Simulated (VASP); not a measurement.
Here is a VASP 6.6.1 calculation.

File INCAR:

```
SYSTEM = Mo
  PREC = Accurate
  ENCUT = 520
  EDIFF = 1E-7
  ISMEAR = 0
  SIGMA = 0.15
  LREAL = .False.
  LASPH = .True.
  NELM = 60
  ALGO = Fast
  ISIF = 2
  LWAVE = .False.
  LCHARG = .False.
  GGA = PE
  NBANDS = 13
```

The input KPOINTS:

```
regular mesh
0
Gamma
  22 22 22
  0 0 0
```

POSCAR

```
Mo
1.0
    0.0000000000      2.3958945228      1.5074968337
    2.3958945228      0.0000000000      1.5074968337
    2.3958945228      2.3958945228      0.0000000000
Mo
1
Direct
    0.0000000000      0.0000000000      0.0000000000
```

Potentials or basis: VASP PAW PBE potentials, release 64 (Mo_sv).

Command:

```console
$ cat potpaw_PBE.64/Mo_sv/POTCAR > POTCAR
$ mpirun -np 1 vasp_std > vasp.out
```

**Question.** Estimate the band gap on the k mesh.

**Answer.** Zero (band 7 reaches 14.39 eV, above the bottom of band 8 at 9.86 eV).

**Question.** Predict the pressure.

**Answer.** -17.6 GPa.

Stress tensor (GPa, compression positive):
```
-26.14   0.00   0.00
  0.00 -26.14   0.00
  0.00   0.00  -0.68
```
